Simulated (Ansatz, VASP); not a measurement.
# BN: VASP beside Ansatz

POSCAR

```
BN
1.0
    2.5051851807      0.0000000000      0.0000000000
    1.2500915888      2.1709960408      0.0000000000
    0.0000000000      0.0000000000     25.0184465684
B N
4 4
Direct
    0.4998931263      0.4998931263      0.2997788044
    0.9998931263      0.9998931263      0.4332596015
    0.4998931263      0.4998931263      0.5667403985
    0.9998931263      0.9998931263      0.7002211956
    0.8334068837      0.8334068837      0.2997788044
    0.3334068837      0.3334068837      0.4332596015
    0.8334068837      0.8334068837      0.5667403985
    0.3334068837      0.3334068837      0.7002211956
```

File INCAR.step1:

```
ALGO = Normal
DIPOL = 0.5 0.5 0.500
EDIFF = 1E-4
ENCUT = 520
GGA = PE
IDIPOL = 3
ISMEAR = 0
LASPH = True
LCHARG = False
LDIPOL = True
LREAL = False
LWAVE = True
NBANDS = 26
NELM = 100
PREC = Accurate
SIGMA = 0.05
```

Contents of INCAR.step2:

```
ALGO = Normal
DIPOL = 0.5 0.5 0.500
EDIFF = 1E-7
ENCUT = 520
IDIPOL = 3
ISIF = 2
ISMEAR = 0
ISTART = 1
LASPH = True
LCHARG = False
LDIPOL = True
LMIXTAU = True
LREAL = False
LWAVE = False
METAGGA = R2SCAN
NBANDS = 26
NELM = 100
PREC = Accurate
SIGMA = 0.05
```

KPOINTS

```
k-points
0
Gamma
  12 12 1
```

Input for Ansatz:

```yaml
crystal:
  lattice:
    - [2.5051851807, 0.0, 0.0]
    - [1.2500915888, 2.1709960408, 0.0]
    - [0.0, 0.0, 25.0184465684]
  atoms:
    - { symbol: B, position: [0.4998931263, 0.4998931263, 0.2997788044] }
    - { symbol: "N", position: [0.8334068837, 0.8334068837, 0.2997788044] }
    - { symbol: B, position: [0.9998931263, 0.9998931263, 0.4332596015] }
    - { symbol: "N", position: [0.3334068837, 0.3334068837, 0.4332596015] }
    - { symbol: B, position: [0.4998931263, 0.4998931263, 0.5667403985] }
    - { symbol: "N", position: [0.8334068837, 0.8334068837, 0.5667403985] }
    - { symbol: B, position: [0.9998931263, 0.9998931263, 0.7002211956] }
    - { symbol: "N", position: [0.3334068837, 0.3334068837, 0.7002211956] }
basis:
  ecutwfc: 500
kpoints:
  mp_grid: { grid: [12, 12, 1] }
hamiltonian:
  xc: r2scan
scf:
  occupations: { method: gaussian, width: 0.05 }
output:
  forces: true
  stress: true
  eigenvalues: true
  write_density: true
  write_potential: true
  elf: true
  volumetric_format: npy
efield:
  axis: 3
  dipole_correction: true
  ramp_width: 0.04
```

Alike in both runs: task single point; functional r2SCAN; k mesh 12 × 12 × 1; occupations gaussian, width 0.05 eV; no spin polarisation.

|  | VASP | Ansatz |
| --- | --- | --- |
| version | VASP 6.6.1 | Ansatz 0.2.0 |
| potentials or method | VASP PAW PBE potentials, release 64 (B, N), cutoff 520 eV | scalar-relativistic, plane waves, PAW |
| valence electrons in the cell | 32 | 32 |

|  | VASP | Ansatz | Ansatz less VASP |
| --- | --- | --- | --- |
| gap on the k mesh at the Fermi level (eV) | 4.36 | 4.33 | -0.029 |
| least direct gap on the mesh (eV) | 4.78 | 4.75 | -0.033 |
| rms of the force components (eV/Å) | 0.013 | 0.013 | -0.0002 |

VASP's potentials were made for PBE, not for r2SCAN. Ansatz's warnings: xc potential rough in thin density.
